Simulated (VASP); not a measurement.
# Ta4O (P1) in VASP: further runs

Ta4O is run at these levels: PBEsol; tasks: single point.

All numbers are computed with VASP 6.6.1; they aren't measurements. Logs are shortened: lines on timing, memory, paths and dates and some standing lists are left out, and cuts for length are marked.

## (1) The cell of the first run

The typed cell holds 5 atoms: a = 3.232 Å, b = 3.261 Å, c = 7.384 Å, α = 90.85°, β = 88.98°, γ = 90.54°.

## (2) Single point, PBEsol (atoms moved at random and the cell strained at random)

INCAR reads:

```
PREC     = Accurate       # precision mode
ENCUT    = 520            # plane-wave cutoff, eV
EDIFF    = 1E-6           # SCF threshold, eV
ISMEAR   = 0              # smearing method
SIGMA    = 0.1            # smearing width, eV
LREAL    = False          # projectors in reciprocal space
LASPH    = True           # aspherical terms in the spheres
NELM     = 80             # most SCF steps
ALGO     = Normal         # electronic algorithm
ISIF     = 2              # what is computed and relaxed
LWAVE    = False          # write WAVECAR
LCHARG   = True           # write CHGCAR
GGA      = PS             # functional
LELF     = True           # ELF
LVHAR    = True         
NBANDS   = 33             # bands
```

KPOINTS reads:

```
regular mesh
0
Gamma
  10 10 4
```

POSCAR reads:

```
Ta4O
1.0
    3.2320470291     -0.0152481768      0.0288595295
   -0.0152481768      3.2607564900     -0.0239794059
    0.0656424534     -0.0545423666      7.3830922482
Ta O
4 1
Direct
    0.0557881040      0.0175980815      0.4959207976
    0.5099888585      0.4844793375      0.7830196518
    0.4958958890      0.5104955771      0.2247411169
    0.0271957279      0.0119959521     -0.0099535760
    0.4860972249      0.4512680640      0.5148622201
```

Potentials or basis: VASP PAW PBE potentials, release 64 (Ta_pv, O).

On the command line:

```bash
cat potpaw_PBE.64/Ta_pv/POTCAR potpaw_PBE.64/O/POTCAR > POTCAR
mpirun -np 1 vasp_std > vasp.out
```

OUTCAR:

```text
PREC = Accurate
   ENCUT = 520
   EDIFF = 1E-6
   ISMEAR = 0
   LREAL = False
   LASPH = True
   NELM = 80
   ISIF = 2
   GGA = PS

 ion  position               nearest neighbor table
   1  0.056  0.018  0.496-   5 1.98   5 2.33   5 2.33   5 2.60   3 2.93   3 2.93   2 2.99   2 3.12
                             2 3.15   3 3.16   3 3.19   2 3.25
   2  0.510  0.484  0.783-   5 1.98   4 2.66   4 2.76   4 2.78   4 2.84   1 2.99   1 3.12   1 3.15
                             1 3.25   3 3.26
   3  0.496  0.510  0.225-   5 2.15   4 2.81   4 2.86   4 2.91   4 2.92   1 2.93   1 2.93   1 3.16
                             1 3.19   2 3.26
   4  0.027  0.012  0.990-   2 2.66   2 2.76   2 2.78   3 2.81   2 2.84   3 2.86   3 2.91   3 2.92

   5  0.486  0.451  0.515-   1 1.98   2 1.98   3 2.15   1 2.33   1 2.33   1 2.60

  LATTYP: Found a triclinic cell.
 ALAT       =     3.2322118398
 B/A-ratio  =     1.4137652929
 C/A-ratio  =     2.2843754906
 COS(alpha) =     0.0020797679
 COS(beta)  =     0.0178528455
 COS(gamma) =     0.7005810707

  Lattice vectors:

 A1 = (   3.2320470291,  -0.0152481768,   0.0288595295)
 A2 = (   3.2167988523,   3.2455083132,   0.0048801236)
 A3 = (   0.0656424534,  -0.0545423666,   7.3830922482)

Analysis of symmetry for initial positions (statically):
=====================================================================
 Subroutine PRICEL returns:
 Original cell was already a primitive cell.

 Routine SETGRP: Setting up the symmetry group for a
 triclinic supercell.

 Subroutine GETGRP returns: Found  1 space group operations
 (whereof  1 operations were pure point group operations)
 out of a pool of  2 trial point group operations.

The static configuration has the point symmetry C_1 .

Analysis of symmetry for dynamics (positions and initial velocities):
=====================================================================
 Subroutine PRICEL returns:
 Original cell was already a primitive cell.

 Routine SETGRP: Setting up the symmetry group for a
 triclinic supercell.

 Subroutine GETGRP returns: Found  1 space group operations
 (whereof  1 operations were pure point group operations)
 out of a pool of  2 trial point group operations.

The dynamic configuration has the point symmetry C_1 .

 Subroutine INISYM returns: Found  1 space group operations
 (whereof  1 operations are pure point group operations),
 and found     1 'primitive' translations

----------------------------------------------------------------------------------------

                                     Primitive cell

  volume of cell :      77.7977

  direct lattice vectors                    reciprocal lattice vectors
     3.232047029 -0.015248177  0.028859530     0.309432641  0.001426836 -0.002740599
    -0.015248177  3.260756490 -0.023979406     0.001426836  0.306700542  0.002253055
     0.065642453 -0.054542367  7.383092248    -0.001204897  0.000990550  0.135462633

  length of vectors
     3.232211840  3.260880311  7.383585508     0.309448067  0.306712137  0.135471613

  position of ions in fractional coordinates (direct lattice)
     0.055788104  0.017598081  0.495920798
     0.509988859  0.484479337  0.783019652
     0.495895889  0.510495577  0.224741117
     0.027195728  0.011995952  0.990046424
     0.486097225  0.451268064  0.514862220

  ion indices of the primitive-cell ions
   primitive index   ion index
                 1           1
                 2           2
                 3           3
                 4           4
                 5           5

----------------------------------------------------------------------------------------

 KPOINTS: regular mesh

Automatic generation of k-mesh.
 Grid dimensions read from file:
 generate k-points for:   10   10    4

 Generating k-lattice:

  Cartesian coordinates                     Fractional coordinates (reciprocal lattice)
     0.030943264  0.000142684 -0.000274060     0.100000000 -0.000000000  0.000000000
     0.000142684  0.030670054  0.000225305     0.000000000  0.100000000 -0.000000000
    -0.000301224  0.000247637  0.033865658     0.000000000 -0.000000000  0.250000000

  Length of vectors
     0.030944807  0.030671214  0.033867903

  Shift w.r.t. Gamma in fractional coordinates (k-lattice)
     0.000000000  0.000000000  0.000000000

 Subroutine IBZKPT returns following result:
 ===========================================

 Found    204 irreducible k-points:

 Following reciprocal coordinates:
            Coordinates               Weight
  0.000000  0.000000  0.000000      1.000000
  0.100000 -0.000000  0.000000      2.000000
  0.200000 -0.000000  0.000000      2.000000
  0.300000  0.000000  0.000000      2.000000
  0.400000 -0.000000  0.000000      2.000000
  0.500000 -0.000000  0.000000      1.000000
[... 16 lines left out ...]
 -0.400000  0.200000  0.000000      2.000000
 -0.300000  0.200000  0.000000      2.000000
 [... further k-points ...]
   k-points           NKPTS =    204   k-points in BZ     NKDIM =    204   number of bands    NBANDS=     33
   number of dos      NEDOS =    301   number of ions     NIONS =      5
   total plane-waves  NPLWV =  32256
   dimension x,y,z NGX =    24 NGY =   24 NGZ =   56
   dimension x,y,z NGXF=    48 NGYF=   48 NGZF=  112
   ions per type =               4   1
   NGX,Y,Z   is equivalent  to a cutoff of  12.34, 12.24, 12.61 a.u.
   NGXF,Y,Z  is equivalent  to a cutoff of  24.69, 24.47, 25.22 a.u.
 SYSTEM =  unknown system
   PREC   = accura    normal or accurate (medium, high low for compatibility)
   ISTART =      0    job   : 0-new  1-cont  2-samecut
   ICHARG =      2    charge: 1-file 2-atom 10-const
   ISPIN  =      1    spin polarized calculation?
   LNONCOLLINEAR =      F non collinear calculations
   LSORBIT =      F    spin-orbit coupling
   LASPH  =      T    aspherical Exc in radial PAW
   ENCUT  =  520.0 eV  38.22 Ry    6.18 a.u.   6.01  6.06 13.73*2*pi/ulx,y,z
   NELM   =     80;   NELMIN=  2; NELMDL= -5     # of ELM steps
   EDIFF  = 0.1E-05   stopping-criterion for ELM
   LREAL  =      F    real-space projection
   EDIFFG = 0.1E-04   stopping-criterion for IOM
   NSW    =      0    number of steps for IOM
   IBRION =     -1    ionic relax: 0-MD 1-quasi-New 2-CG
   NFREE  =      0    steps in history (QN), initial steepest desc. (CG)
   ISIF   =      2    stress and relaxation
   ISYM   =      2    0-nonsym 1-usesym 2-fastsym
   POTIM  = 0.5000    time-step for ionic-motion
   TEBEG  =    0.0;   TEEND  =   0.0 temperature during run
   PSTRESS=    0.0 pullay stress
   NELECT =      50.0000    total number of electrons
   NUPDOWN=      -1.0000    fix difference up-down
   EMIN   =  10.00;   EMAX   =-10.00  energy-range for DOS
   EFERMI =   0.00;   METHOD = LEGACY
   ISMEAR =     0;   SIGMA  =   0.10  broadening in eV -4-tet -1-fermi 0-gaus
   EFERMI_NEDOS =   21; number of points for ismear=-14 and -15
   IALGO  =     38    algorithm
   IMIX   =      4    mixing-type and parameters
     AMIX     =   0.40;   BMIX     =  1.00
     AMIX_MAG =   1.60;   BMIX_MAG =  1.00
  volume/ion in A,a.u.               =      15.56       105.00
  Fermi-wavevector in a.u.,A,eV,Ry     =   1.412784  2.669775 27.156676  1.995959
  Thomas-Fermi vector in A             =   2.534497
   LORBIT       =      0    0 simple, 1 ext, 2 COOP (PROOUT), +10 PAW based schemes
   GGA     = PS    functional components
   LHFCALC =     F    Hartree Fock is set to
   AEXX    =    0.0000 exact exchange contribution
   IVDW    =     0    specifies the selected vdW correction
   LEPSILON=     F    determine dielectric tensor
   LRPA    =     F    only Hartree local field effects (RPA)
 non-spin polarized calculation
 Gauss-broadening in eV      SIGMA  =   0.10
  energy-cutoff  :      520.00
  volume of cell :       77.80
 maximum number of plane-waves:      2122
   NGX = 13   NGY = 13   NGZ = 27

 number of electron      50.0000003 magnetization

 Free energy of the ion-electron system (eV)
  ---------------------------------------------------
  ext. energy  EPLUGINS =         0.00000000
  ---------------------------------------------------
  free energy    TOTEN  =       -57.99572214 eV

  energy without entropy =      -57.98434191  energy(sigma->0) =      -57.99003203

 E-fermi :   6.2479     XC(G=0): -12.7684

 val. band max:        6.2437874675   @ k =   0.1000   0.1000   0.0000
 cond. band min:       6.2529925053   @ k =  -0.1000  -0.4000   0.2500
 fundamental gap:      0.0092050378
 Fermi energy:         6.2479154195

 k-point     1 :       0.0000    0.0000    0.0000
  band No.  band energies     occupation
      1     -29.1432      2.00000
      2     -29.0327      2.00000
      3     -28.7528      2.00000
      4     -28.2703      2.00000
      5     -28.1311      2.00000
      6     -27.9114      2.00000
[... 25 lines left out ...]
     32       8.7601      0.00000
     33       9.0360      0.00000

 k-point     2 :       0.1000   -0.0000    0.0000
  band No.  band energies     occupation
      1     -29.1649      2.00000
      2     -29.0494      2.00000
      3     -28.7454      2.00000
      4     -28.2795      2.00000
      5     -28.1437      2.00000
      6     -27.9034      2.00000
[... 25 lines left out ...]
     32       8.9694      0.00000
     33       9.4017      0.00000

 k-point     3 :       0.2000   -0.0000    0.0000
  band No.  band energies     occupation
      1     -29.2512      2.00000
      2     -29.0584      2.00000
      3     -28.7290      2.00000
      4     -28.3043      2.00000
      5     -28.1759      2.00000
      6     -27.9269      2.00000
[... 25 lines left out ...]
     32       9.0809      0.00000
     33       9.6333      0.00000

 k-point     4 :       0.3000    0.0000    0.0000
  band No.  band energies     occupation
      1     -29.3702      2.00000
      2     -29.0490      2.00000
      3     -28.7180      2.00000
      4     -28.3336      2.00000
      5     -28.2054      2.00000
      6     -27.9760      2.00000
[... 673 lines left out ...]
     32      10.1047      0.00000
     33      10.4096      0.00000

 k-point    23 :      -0.4000    0.2000    0.0000
  band No.  band energies     occupation
      1     -29.4242      2.00000
      2     -29.1486      2.00000
      3     -28.6847      2.00000
      4     -28.3345      2.00000
      5     -28.1619      2.00000
      6     -28.0847      2.00000
[... 25 lines left out ...]
     32       9.7722      0.00000
     33      10.3461      0.00000

 k-point    24 :      -0.3000    0.2000    0.0000
  band No.  band energies     occupation
      1     -29.3460      2.00000
      2     -29.1567      2.00000
      3     -28.6922      2.00000
      4     -28.3039      2.00000
      5     -28.1618      2.00000
      6     -28.0544      2.00000
[... 25 lines left out ...]
     32       9.1851      0.00000
     33      10.2084      0.00000

 [... further k-points ...]

------------------------ aborting loop because EDIFF is reached ----------------------------------------

  FORCE on cell =-STRESS in cart. coord.  units (eV):
  Direction    XX          YY          ZZ          XY          YZ          ZX
  --------------------------------------------------------------------------------------
  -------------------------------------------------------------------------------------
  Total        0.2827535      0.2304954     -0.4735211      2.9536796      0.3896495      0.0543726
  in kB        5.8230653      4.7468538     -9.7517589     60.8284877      8.0244960      1.1197571
  external PRESSURE =       0.2727201 kB  Pullay stress =       0.0000000 kB

 VOLUME and BASIS-vectors are now :
 -----------------------------------------------------------------------------
  energy-cutoff  :      520.00
  volume of cell :       77.80
      direct lattice vectors                 reciprocal lattice vectors
     3.232047029 -0.015248177  0.028859530     0.309432641  0.001426836 -0.002740599
    -0.015248177  3.260756490 -0.023979406     0.001426836  0.306700542  0.002253055
     0.065642453 -0.054542367  7.383092248    -0.001204897  0.000990550  0.135462633

 POSITION                                       TOTAL-FORCE (eV/Angst)
 -----------------------------------------------------------------------------------
      0.21259      0.02948      3.66262        -2.180907     -1.752040      0.075442
      1.69232      1.52928      5.78421         1.094716      0.891527      0.915233
      1.60973      1.64478      1.66135         0.967745      0.186437     -0.587058
      0.15270     -0.01530      7.31010        -1.057146     -0.631999      1.385011
      1.59800      1.43598      3.80448         1.175592      1.306075     -1.788628
 -----------------------------------------------------------------------------------
    total drift:                                0.000505     -0.000245     -0.000882

  FREE ENERGIE OF THE ION-ELECTRON SYSTEM (eV)
  ---------------------------------------------------
  free  energy   TOTEN  =       -57.9957221411 eV

  energy  without entropy=      -57.9843419120  energy(sigma->0) =      -57.99003203
```

Wall time 2.8 min (1 thread of Intel Xeon 6975P-C (Granite Rapids), shared host); peak memory 0.48 GiB.

Results:

```yaml
Free_energy: -57.9957 eV
Pressure: 0.0 GPa
Largest_force: 2.799 eV/Å
Band_gap_on_the_k_mesh: zero (bands 25 and 26 overlap by 1.20 eV)
```

Forces in eV/Å, atoms in the order of the input:
```
Ta  -2.181 -1.752  0.075
Ta   1.095  0.892  0.915
Ta   0.968  0.186 -0.587
Ta  -1.057 -0.632  1.385
O    1.176  1.306 -1.789
```

Caveat: the cell differs from its parent crystal (atoms moved at random and the cell strained at random); the PAW data sets were made with another functional, which shifts forces and pressure a little; spin-orbit coupling is left out, which moves the levels of the heavy elements.

## (3) Single point, PBEsol

INCAR reads:

```
SYSTEM = Ta4O
ALGO = Normal ; EDIFF = 1E-6
ENCUT = 520 ; GGA = PS
ISIF = 2 ; ISMEAR = 0
LASPH = .TRUE. ; LCHARG = .FALSE.
LREAL = .FALSE. ; LWAVE = .FALSE.
NBANDS = 33 ; NELM = 60
PREC = Accurate ; SIGMA = 0.1
```

KPOINTS reads:

```
k-points
0
G
  10 10 4
  0 0 0
```

POSCAR is that of step 2.

Potentials or basis: VASP PAW PBE potentials, release 64 (Ta_pv, O).

On the command line:

```bash
cat potpaw_PBE.64/Ta_pv/POTCAR potpaw_PBE.64/O/POTCAR > POTCAR
mpirun -np 1 vasp_std > vasp.out
```

Run time: 2.9 min. Hardware: 1 thread of Intel Xeon 6975P-C (Granite Rapids), shared host; peak memory 0.49 GiB.

Results (log left out):

- Free energy: -57.9957 eV
- Pressure: 0.0 GPa
- Largest force: 2.799 eV/Å
- Band gap on the k mesh: zero (bands 25 and 26 overlap by 1.20 eV)

Forces in eV/Å, atoms in the order of the input:
```
Ta  -2.181 -1.752  0.075
Ta   1.095  0.892  0.915
Ta   0.968  0.186 -0.587
Ta  -1.057 -0.632  1.385
O    1.176  1.306 -1.789
```

Stress tensor (GPa, compression positive):
```
 0.58  6.08  0.11
 6.08  0.47  0.80
 0.11  0.80 -0.98
```

Levels at points of the mesh, in eV from the Fermi level:
```
           k point  band 22  band 23  band 24  band 25  band 26  band 27  band 28  band 29
(0.00, 0.00, 0.00)    -1.52    -0.57    -0.26    -0.04     0.76     1.02     1.28     1.33
(0.50, 0.00, 0.00)    -1.19    -0.84    -0.53     0.37     0.73     1.13     1.35     1.50
(0.00, 0.50, 0.00)    -1.12    -0.81    -0.53     0.32     0.67     1.04     1.48     1.86
(0.50, 0.50, 0.00)    -1.45    -1.30    -0.66    -0.54     1.05     2.23     2.90     3.36
(0.00, 0.00, 0.50)    -0.67    -0.44    -0.05     0.14     0.54     0.93     1.19     1.50
(0.50, 0.00, 0.50)    -1.19    -1.00    -0.53    -0.39     0.83     1.42     1.82     2.07
(0.00, 0.50, 0.50)    -1.04    -0.89    -0.52    -0.21     0.75     1.16     1.68     1.95
(0.50, 0.50, 0.50)    -1.65    -1.62     0.10     0.26     0.57     2.06     2.29     3.36
```

Caveat: the PAW data sets were made with another functional, which shifts forces and pressure a little; spin-orbit coupling is left out, which moves the levels of the heavy elements.
